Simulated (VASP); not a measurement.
# PtS2 in VASP: a series of runs

Runs on PtS2. Level: PBE+D3(BJ). Tasks: single point.

Program: VASP 6.6.1. These are calculated values, not measurements. Logs are shortened: lines on timing, memory, paths and dates and some standing lists are left out, and cuts for length are marked.

**1. The cell of the first run**

The cell holds a slab with vacuum, 6 atoms: a = 3.542 Å, b = 3.542 Å, c = 22.467 Å, α = 90.00°, β = 90.00°, γ = 120.00°.

**2. Single point, PBE+D3(BJ)**

Contents of INCAR:

```
SYSTEM = PtS2
ALGO = Normal
DIPOL = 0.5 0.5 0.393
EDIFF = 1E-6
ENCUT = 520
GGA = PE
IDIPOL = 3
ISIF = 2
ISMEAR = 0
IVDW = 12
LASPH = .TRUE.
LCHARG = .FALSE.
LDIPOL = .TRUE.
LREAL = .FALSE.
LWAVE = .FALSE.
NBANDS = 31
NELM = 100
PREC = Accurate
SIGMA = 0.05
```

Contents of KPOINTS:

```
k-points
0
G
  9 9 1
  0 0 0
```

Contents of POSCAR:

```
PtS2
1.0
    3.5415277692      0.0000000000      0.0000000000
   -1.7707638846      3.0670530163      0.0000000000
    0.0000000000      0.0000000000     22.4670602589
S Pt
4 2
Direct
    0.6666666667      0.3333333333      0.2002932270
    0.3333333333      0.6666666667      0.3108341745
    0.3333333333      1.1666666667      0.4750746206
    0.0000000000      1.5000000000      0.5856155682
    0.0000000000      0.0000000000      0.2555637007
   -0.3333333333      0.8333333333      0.5303450944
```

Potentials or basis: VASP PAW PBE potentials, release 64 (S, Pt).

Run with:

```bash
> cat potpaw_PBE.64/S/POTCAR potpaw_PBE.64/Pt/POTCAR > POTCAR
> mpirun -np 1 vasp_std > vasp.out
```

OUTCAR:

```text
SYSTEM = PtS2
   EDIFF = 1E-6
   ENCUT = 520
   GGA = PE
   ISIF = 2
   ISMEAR = 0
   IVDW = 12
   LASPH = .TRUE.
   LREAL = .FALSE.
   NELM = 100
   PREC = Accurate
 IVDW          = 12

 ion  position               nearest neighbor table
   1  0.667  0.333  0.200-   5 2.39   5 2.39   5 2.39
   2  0.333  0.667  0.311-   5 2.39   5 2.39   5 2.39
   3  0.333  0.167  0.475-   6 2.39   6 2.39   6 2.39
   4  0.000  0.500  0.586-   6 2.39   6 2.39   6 2.39
   5  0.000  0.000  0.256-   1 2.39   1 2.39   1 2.39   2 2.39   2 2.39   2 2.39
   6  0.667  0.833  0.530-   3 2.39   4 2.39   3 2.39   4 2.39   4 2.39   3 2.39

  LATTYP: Found a hexagonal cell.
 ALAT       =     3.5415277692
 C/A-ratio  =     6.3438893390

  Lattice vectors:

 A1 = (   3.5415277692,   0.0000000000,   0.0000000000)
 A2 = (  -1.7707638846,   3.0670530163,   0.0000000000)
 A3 = (   0.0000000000,   0.0000000000,  22.4670602589)

Analysis of symmetry for initial positions (statically):
=====================================================================
 Subroutine PRICEL returns:
 Original cell was already a primitive cell.

 Routine SETGRP: Setting up the symmetry group for a
 hexagonal supercell.

 Subroutine GETGRP returns: Found  4 space group operations
 (whereof  2 operations were pure point group operations)
 out of a pool of 24 trial point group operations.

The static configuration has the point symmetry C_1h.
 The point group associated with its full space group is C_2h.

Analysis of symmetry for dynamics (positions and initial velocities):
=====================================================================
 Subroutine PRICEL returns:
 Original cell was already a primitive cell.

 Routine SETGRP: Setting up the symmetry group for a
 hexagonal supercell.

 Subroutine GETGRP returns: Found  4 space group operations
 (whereof  2 operations were pure point group operations)
 out of a pool of 24 trial point group operations.

The dynamic configuration has the point symmetry C_1h.
 The point group associated with its full space group is C_2h.

 Subroutine INISYM returns: Found  4 space group operations
 (whereof  2 operations are pure point group operations),
 and found     1 'primitive' translations

----------------------------------------------------------------------------------------

                                     Primitive cell

  volume of cell :     244.0384

  direct lattice vectors                    reciprocal lattice vectors
     3.541527769  0.000000000  0.000000000     0.282364015  0.163022940  0.000000000
    -1.770763885  3.067053016  0.000000000     0.000000000  0.326045880  0.000000000
[... 106 lines left out ...]
   EFERMI =   0.00;   METHOD = LEGACY
   ISMEAR =     0;   SIGMA  =   0.05  broadening in eV -4-tet -1-fermi 0-gaus
   EFERMI_NEDOS =   21; number of points for ismear=-14 and -15
   IALGO  =     38    algorithm
   IMIX   =      4    mixing-type and parameters
     AMIX     =   0.40;   BMIX     =  1.00
     AMIX_MAG =   1.60;   BMIX_MAG =  1.00
  volume/ion in A,a.u.               =      40.67       274.48
  Fermi-wavevector in a.u.,A,eV,Ry     =   0.924854  1.747720 11.637800  0.855354
  Thomas-Fermi vector in A             =   2.050645
   LORBIT       =      0    0 simple, 1 ext, 2 COOP (PROOUT), +10 PAW based schemes
   GGA     = PE    functional components
   LHFCALC =     F    Hartree Fock is set to
   AEXX    =    0.0000 exact exchange contribution
   IVDW    =    12    specifies the selected vdW correction
   LEPSILON=     F    determine dielectric tensor
   LRPA    =     F    only Hartree local field effects (RPA)
 non-spin polarized calculation
 Gauss-broadening in eV      SIGMA  =   0.05
  energy-cutoff  :      520.00
  volume of cell :      244.04
 maximum number of plane-waves:      6671
   NGX = 13   NGY = 13   NGZ = 83

 dipolmoment           0.000000      0.000000     -0.000000 electrons x Angstroem

 number of electron      44.0000001 magnetization

 dipolmoment           0.000000      0.000000      0.000000 electrons x Angstroem

 Free energy of the ion-electron system (eV)
  ---------------------------------------------------
  ext. energy  EPLUGINS =         0.00000000
  ---------------------------------------------------
  free energy    TOTEN  =       -30.90818215 eV

  energy without entropy =      -30.90818215  energy(sigma->0) =      -30.90818215

 E-fermi :  -0.4522     XC(G=0):  -5.4873

 val. band max:       -0.6925445620   @ k =   0.1111   0.1111   0.0000
 cond. band min:       0.8611867458   @ k =   0.2222  -0.0000   0.0000
 fundamental gap:      1.5537313078
 Fermi energy:        -0.4521647249

 k-point     1 :       0.0000    0.0000    0.0000
  band No.  band energies     occupation
      1     -14.8992      2.00000
      2     -14.8753      2.00000
      3     -12.7166      2.00000
      4     -12.6578      2.00000
      5      -6.3900      2.00000
      6      -6.3894      2.00000
[... 805 lines left out ...]
     30       7.5091      0.00000
     31       8.0192      0.00000

 [... further k-points ...]

------------------------ aborting loop because EDIFF is reached ----------------------------------------

 vacuum level on the upper side and lower side of the slab       (xc-potential included)        -0.200        -0.200

 Edisp (eV)   -1.85288

 E8    (eV) :    -0.7687

  FORCE on cell =-STRESS in cart. coord.  units (eV):
  Direction    XX          YY          ZZ          XY          YZ          ZX
  --------------------------------------------------------------------------------------
  -------------------------------------------------------------------------------------
  Total      -0.49366    -0.47218    -0.85061    -0.01860    -0.00206    -0.00357
  in kB      -3.24100    -3.09998    -5.58445    -0.12213    -0.01351    -0.02341
  external pressure =       -3.98 kB  Pullay stress =        0.00 kB

 VOLUME and BASIS-vectors are now :
 -----------------------------------------------------------------------------
  energy-cutoff  :      520.00
  volume of cell :      244.04
      direct lattice vectors                 reciprocal lattice vectors
     3.541527769  0.000000000  0.000000000     0.282364015  0.163022940  0.000000000
    -1.770763885  3.067053016  0.000000000     0.000000000  0.326045880  0.000000000
     0.000000000  0.000000000 22.467060259     0.000000000  0.000000000  0.044509606

 POSITION                                       TOTAL-FORCE (eV/Angst)
 -----------------------------------------------------------------------------------
      1.77076      1.02235      4.50000        -0.001701     -0.000982      0.041995
     -0.00000      2.04470      6.98353        -0.004086     -0.002359      0.020316
      0.88538      0.51118     10.67353         0.004086      0.002359     -0.020316
     -0.88538      1.53353     13.15706         0.001701      0.000982     -0.041995
      0.00000      0.00000      5.74177         0.005368      0.003099      0.059518
      0.88538      2.55588     11.91530        -0.005368     -0.003099     -0.059518
 -----------------------------------------------------------------------------------
    total drift:                                0.000000      0.000000      0.000035

  FREE ENERGIE OF THE ION-ELECTRON SYSTEM (eV)
  ---------------------------------------------------
  free  energy   TOTEN  =       -32.7610633412 eV

  energy  without entropy=      -32.7610633412  energy(sigma->0) =      -32.76106334

 vacuum level on the upper side and lower side of the slab         5.287         5.287
```

It took 3.6 min on 1 thread of Intel Xeon 6975P-C (Granite Rapids), shared host; peak memory 0.43 GiB.

What came out:

| Quantity | Value |
| --- | --- |
| Free energy | -32.7611 eV |
| Largest force | 0.060 eV/Å |
| Band gap on the k mesh | 1.55 eV, indirect (least direct gap 1.64 eV) |
| Dispersion energy per atom | -0.309 eV |

Forces on the atoms (eV/Å):
```
S   -0.002 -0.001  0.042
S   -0.004 -0.002  0.020
S    0.004  0.002 -0.020
S    0.002  0.001 -0.042
Pt   0.005  0.003  0.060
Pt  -0.005 -0.003 -0.060
```

Levels at points of the mesh, in eV from the valence-band top:
```tsv
k point	band 18	band 19	band 20	band 21	band 22	band 23	band 24	band 25	band 26	band 27
(0.00, 0.00, 0.00)	-0.52	-0.41	-0.40	-0.39	-0.38	3.05	3.07	3.09	3.11	5.30
```

Caveat: spin-orbit coupling is left out, which moves the levels of the heavy elements.

**3. Single point, PBE+D3(BJ)**

Contents of INCAR:

```
  PREC = Accurate
  ENCUT = 520
  EDIFF = 1E-6
  ISMEAR = 0
  SIGMA = 0.05
  LREAL = False
  LASPH = True
  NELM = 100
  ALGO = Normal
  ISIF = 2
  LWAVE = False
  LCHARG = True
  LDIPOL = True
  IDIPOL = 3
  DIPOL = 0.5 0.5 0.393
  GGA = PE
  IVDW = 12
  LELF = True
  LVHAR = True
  LVACPOTAV = True
  NBANDS = 31
```

Contents of KPOINTS:

```
regular mesh
0
Gamma
  9 9 1
```

Contents of POSCAR:

```
PtS2
1.0
    3.5415277692      0.0000000000      0.0000000000
   -1.7707638846      3.0670530163      0.0000000000
    0.0000000000      0.0000000000     22.4670602589
S Pt
4 2
Direct
    0.6666666667      0.3333333333      0.2002932270
    0.3333333333      0.6666666667      0.3108341745
    0.5000000000      1.0000000000      0.4750746206
    0.1666666667      1.3333333333      0.5856155682
    0.0000000000      0.0000000000      0.2555637007
   -0.1666666667      0.6666666667      0.5303450944
```

Potentials or basis: VASP PAW PBE potentials, release 64 (S, Pt).

Run with:

```bash
> cat potpaw_PBE.64/S/POTCAR potpaw_PBE.64/Pt/POTCAR > POTCAR
> mpirun -np 1 vasp_std > vasp.out
```

It took 3.7 min on 1 thread of Intel Xeon 6975P-C (Granite Rapids), shared host; peak memory 0.44 GiB.

The run converged. Its results:

* Free energy: -32.7539 eV
* Largest force: 0.055 eV/Å
* Band gap on the k mesh: 1.53 eV, indirect (least direct gap 1.63 eV)
* Dispersion energy per atom: -0.309 eV

Forces on the atoms (eV/Å):
```
S    0.000 -0.010  0.042
S    0.000 -0.022  0.003
S    0.000  0.022 -0.003
S    0.000  0.010 -0.042
Pt   0.000  0.014  0.053
Pt   0.000 -0.014 -0.053
```

Levels at points of the mesh, in eV from the valence-band top:
```tsv
k point	band 19	band 20	band 21	band 22	band 23	band 24	band 25	band 26
(0.00, 0.00, 0.00)	-0.43	-0.43	-0.42	-0.41	3.04	3.05	3.06	3.06
```

Caveat: spin-orbit coupling is left out, which moves the levels of the heavy elements.

**4. Single point, PBE+D3(BJ)**

Contents of INCAR:

```
PREC     = Accurate       # precision mode
ENCUT    = 520            # plane-wave cutoff, eV
EDIFF    = 1E-6           # SCF threshold, eV
ISMEAR   = 0              # smearing method
SIGMA    = 0.05           # smearing width, eV
LREAL    = False          # projectors in reciprocal space
LASPH    = True           # aspherical terms in the spheres
NELM     = 60             # most SCF steps
ALGO     = Normal         # electronic algorithm
ISIF     = 2              # what is computed and relaxed
LWAVE    = False          # write WAVECAR
LCHARG   = False          # write CHGCAR
LDIPOL   = True         
IDIPOL   = 3            
DIPOL    = 0.5 0.5 0.393
GGA      = PE             # functional
IVDW     = 12             # dispersion correction
NBANDS   = 31             # bands
```

KPOINTS is that of step 3.

Contents of POSCAR:

```
PtS2
1.0
    3.5415277692      0.0000000000      0.0000000000
   -1.7707638846      3.0670530163      0.0000000000
    0.0000000000      0.0000000000     22.4670602589
S Pt
4 2
Direct
    0.6666666667      0.3333333333      0.2002932270
    0.3333333333      0.6666666667      0.3108341745
    0.6666666667      0.8333333333      0.4750746206
    0.3333333333      1.1666666667      0.5856155682
    0.0000000000      0.0000000000      0.2555637007
    0.0000000000      0.5000000000      0.5303450944
```

Potentials or basis: VASP PAW PBE potentials, release 64 (S, Pt).

Run with:

```bash
> cat potpaw_PBE.64/S/POTCAR potpaw_PBE.64/Pt/POTCAR > POTCAR
> mpirun -np 1 vasp_std > vasp.out
```

OUTCAR:

```text
PREC = Accurate
   ENCUT = 520
   EDIFF = 1E-6
   ISMEAR = 0
   LREAL = False
   LASPH = True
   NELM = 60
   ISIF = 2
   GGA = PE
   IVDW = 12
 IVDW          = 12

 ion  position               nearest neighbor table
   1  0.667  0.333  0.200-   5 2.39   5 2.39   5 2.39
   2  0.333  0.667  0.311-   5 2.39   5 2.39   5 2.39
   3  0.667  0.833  0.475-   6 2.39   6 2.39   6 2.39
   4  0.333  0.167  0.586-   6 2.39   6 2.39   6 2.39
   5  0.000  0.000  0.256-   1 2.39   1 2.39   1 2.39   2 2.39   2 2.39   2 2.39
   6  0.000  0.500  0.530-   3 2.39   4 2.39   4 2.39   3 2.39   3 2.39   4 2.39

  LATTYP: Found a hexagonal cell.
 ALAT       =     3.5415277692
 C/A-ratio  =     6.3438893390

  Lattice vectors:

[... 1028 lines left out ...]
  Total      -0.47441    -0.47695    -0.74082     0.00220     0.04253     0.07366
  in kB      -3.11461    -3.13130    -4.86365     0.01445     0.27920     0.48359
  external pressure =       -3.70 kB  Pullay stress =        0.00 kB

 VOLUME and BASIS-vectors are now :
 -----------------------------------------------------------------------------
  energy-cutoff  :      520.00
  volume of cell :      244.04
      direct lattice vectors                 reciprocal lattice vectors
     3.541527769  0.000000000  0.000000000     0.282364015  0.163022940  0.000000000
    -1.770763885  3.067053016  0.000000000     0.000000000  0.326045880  0.000000000
     0.000000000  0.000000000 22.467060259     0.000000000  0.000000000  0.044509606

 POSITION                                       TOTAL-FORCE (eV/Angst)
 -----------------------------------------------------------------------------------
      1.77076      1.02235      4.50000        -0.006356     -0.003670      0.043048
     -0.00000      2.04470      6.98353        -0.013975     -0.008068      0.004451
      0.88538      2.55588     10.67353         0.013975      0.008068     -0.004451
      0.88538      0.51118     13.15706         0.006356      0.003670     -0.043048
      0.00000      0.00000      5.74177         0.005436      0.003139      0.049827
     -0.88538      1.53353     11.91530        -0.005436     -0.003139     -0.049827
 -----------------------------------------------------------------------------------
    total drift:                               -0.000000     -0.000000     -0.000020

  FREE ENERGIE OF THE ION-ELECTRON SYSTEM (eV)
  ---------------------------------------------------
  free  energy   TOTEN  =       -32.7536192490 eV

  energy  without entropy=      -32.7536192490  energy(sigma->0) =      -32.75361925

 vacuum level on the upper side and lower side of the slab         5.268         5.268
```

Wall time 3.3 min (1 thread of Intel Xeon 6975P-C (Granite Rapids), shared host); peak memory 0.44 GiB.

What came out:

```
Free energy                : -32.7536 eV
Largest force              : 0.050 eV/Å
Band gap on the k mesh     : 1.54 eV, indirect (least direct gap 1.63 eV)
Dispersion energy per atom : -0.309 eV
```

Forces on the atoms (eV/Å):
```
S   -0.006 -0.004  0.043
S   -0.014 -0.008  0.004
S    0.014  0.008 -0.004
S    0.006  0.004 -0.043
Pt   0.005  0.003  0.050
Pt  -0.005 -0.003 -0.050
```

Caveat: spin-orbit coupling is left out, which moves the levels of the heavy elements.
